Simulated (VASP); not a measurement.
Here is a VASP 6.6.1 calculation.

File INCAR:

```
  ALGO = Normal
  EDIFF = 1E-6
  ENCUT = 520
  GGA = PS
  ISIF = 2
  ISMEAR = -1
  ISYM = 0
  LASPH = T
  LCHARG = F
  LREAL = F
  LWAVE = F
  NBANDS = 17
  NELM = 100
  PREC = Accurate
  SIGMA = 0.1
```

File KPOINTS:

```
k-points
0
Gamma
  8 8 6
```

POSCAR

```
Ba
1.0
   -3.6853240576      3.6846331012      2.0007038245
    3.6846331012     -3.6853240576      2.0007038245
    3.6880575346      3.6880575346     -2.0019693125
Ba
2
Direct
    0.0000574914      0.9999425086      0.0000000000
    0.7499425086      0.2500574914      0.5000000000
```

Potentials or basis: VASP PAW PBE potentials, release 64 (Ba_sv).

Run with:

```sh
$ cat potpaw_PBE.64/Ba_sv/POTCAR > POTCAR
$ mpirun -np 1 vasp_std > vasp.out
```

Question: Predict the pressure.

Answer: 0.2 GPa.

Question: Predict the band gap on the k mesh.

Answer: Zero (bands 10 and 11 overlap by 0.30 eV).

Forces on the atoms (eV/Å):
```
Ba   0.002 -0.002  0.000
Ba  -0.002  0.002  0.000
```

Caveat: the PAW data sets were made with another functional, which shifts forces and pressure a little; spin-orbit coupling is left out, which moves the levels of the heavy elements.
